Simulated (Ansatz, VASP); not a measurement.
# Two plane-wave programs on PbS

INCAR

```
ALGO = Normal ; EDIFF = 1E-6
ENCUT = 500 ; GGA = PE
GGA_COMPAT = False ; ISIF = 2
ISMEAR = 0 ; IVDW = 12
LASPH = True ; LCHARG = True
LELF = True ; LREAL = False
LVHAR = True ; LWAVE = False
NBANDS = 28 ; NELM = 120
PREC = Accurate ; SIGMA = 0.1
```

File KPOINTS:

```
k-points
0
Gamma
  4 4 4
```

File POSCAR:

```
PbS
1.0
    2.0799526950     -5.9912968650      0.0000000000
    2.0799526950      5.9912968650      0.0000000000
    0.0000000000      0.0000000000      4.2793209400
Pb S
2 2
Direct
    0.8694366500      0.1305633500      0.7500000000
    0.1305633500      0.8694366500      0.2500000000
    0.6452029100      0.3547970900      0.7500000000
    0.3547970900      0.6452029100      0.2500000000
```

Input for Ansatz:

```yaml
crystal:
  lattice:
    - [2.079952695, -5.991296865, 0.0]
    - [2.079952695, 5.991296865, 0.0]
    - [0.0, 0.0, 4.27932094]
  atoms:
    - { symbol: Pb, position: [0.86943665, 0.13056335, 0.75] }
    - { symbol: Pb, position: [0.13056335, 0.86943665, 0.25] }
    - { symbol: S, position: [0.64520291, 0.35479709, 0.75] }
    - { symbol: S, position: [0.35479709, 0.64520291, 0.25] }
basis:
  ecutwfc: 420
kpoints:
  mp_grid: { grid: [4, 4, 4] }
hamiltonian:
  xc: pbe
  dispersion: d3bj
scf:
  occupations: { method: gaussian, width: 0.1 }
output:
  forces: true
  stress: true
  eigenvalues: true
```

Alike in both runs: task single point; functional PBE; dispersion D3(BJ); k mesh 4 × 4 × 4; occupations gaussian, width 0.1 eV; no spin polarisation.

|  | VASP | Ansatz |
| --- | --- | --- |
| version | VASP 6.6.1 | Ansatz 0.2.0 |
| potentials or method | VASP PAW PBE potentials, release 64 (Pb_d, S), cutoff 500 eV | scalar-relativistic, plane waves, PAW |
| valence electrons in the cell | 40 | 40 |

Ansatz gave:

| Property | Result |
| --- | --- |
| gap on the k mesh at the Fermi level (eV) | 1.29 |
| least direct gap on the mesh (eV) | 1.65 |
| pressure (GPa) | -1.1 |
| traceless stress, the component that is largest in VASP (GPa) | 0.18 |
| rms of the force components (eV/Å) | 0.042 |

Estimate VASP's values.

gap on the k mesh at the Fermi level (eV): 1.29; least direct gap on the mesh (eV): 1.65; pressure (GPa): -1.2; traceless stress, the component that is largest in VASP (GPa): 0.16; rms of the force components (eV/Å): 0.040.

Atom by atom the forces differ by 0.002 eV/Å (rms over components).

Neither program's run includes spin-orbit coupling.
